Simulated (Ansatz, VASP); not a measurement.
# One calculation of Rh, two programs

```
Rh
1.0
     2.77345    0.00000    0.00000
    -1.38673    2.40188    0.00000
     0.00000    0.00000    4.74067
Rh
2
Cartesian
  1.3867 0.8006 3.5555
  0.0000 1.6013 1.1852
```

Alike in both runs: task single point; functional PBE; k mesh 21 × 21 × 12; occupations gaussian, width 0.15 eV; no spin polarisation.

|  | VASP | Ansatz |
| --- | --- | --- |
| version | VASP 6.6.1 | Ansatz 0.2.0 |
| potentials or method | VASP PAW PBE potentials, release 64 (Rh_pv), cutoff 520 eV | scalar-relativistic, plane waves, PAW |
| valence electrons in the cell | 30 | 34 |

|  | VASP | Ansatz | Ansatz less VASP |
| --- | --- | --- | --- |
| gap on the k mesh at the Fermi level (eV) | none | none | - |
| pressure (GPa) | -20.8 | -20.8 | -0.01 |
| traceless stress, the component that is largest in VASP (GPa) | -6.03 | -6.02 | +0.013 |

A gap of «none» marks a metal or a gap that the smearing closes. VASP's potentials hold 30 valence electrons a cell and Ansatz's 34, so a difference there can come from the potentials and not from the codes.
